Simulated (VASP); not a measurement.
Input of a VASP 6.6.1 run:

The input INCAR:

```
SYSTEM = Ce
PREC = Accurate ; ENCUT = 520
EDIFF = 1E-6 ; ISMEAR = -1
SIGMA = 0.1 ; LREAL = .False.
LASPH = .True. ; NELM = 100
ALGO = Normal ; ISIF = 2
LWAVE = .False. ; LCHARG = .True.
GGA = PE ; LELF = .True.
LVHAR = .True. ; NBANDS = 12
```

Contents of KPOINTS:

```
regular mesh
0
Gamma
  9 9 9
  0 0 0
```

Contents of POSCAR:

```
Ce
1.0
    0.0000000000      2.3774557595      2.3774557595
    2.3774557595      0.0000000000      2.3774557595
    2.3774557595      2.3774557595      0.0000000000
Ce
1
Direct
    0.0000000000      0.0000000000      0.0000000000
```

Potentials or basis: VASP PAW PBE potentials, release 64 (Ce).

Run with:

```sh
$ cat potpaw_PBE.64/Ce/POTCAR > POTCAR
$ mpirun -np 1 vasp_std > vasp.out
```

Problem. Estimate the pressure.

Solution. -0.3 GPa.

Problem. Estimate the band gap on the k mesh.

Solution. Zero (band 6 reaches 9.57 eV, above the bottom of band 7 at 9.26 eV).

Caveat: spin-orbit coupling is left out, which moves the levels of the heavy elements. Spin polarisation is off, so any magnetic state and its effect on volume and gap are missing.
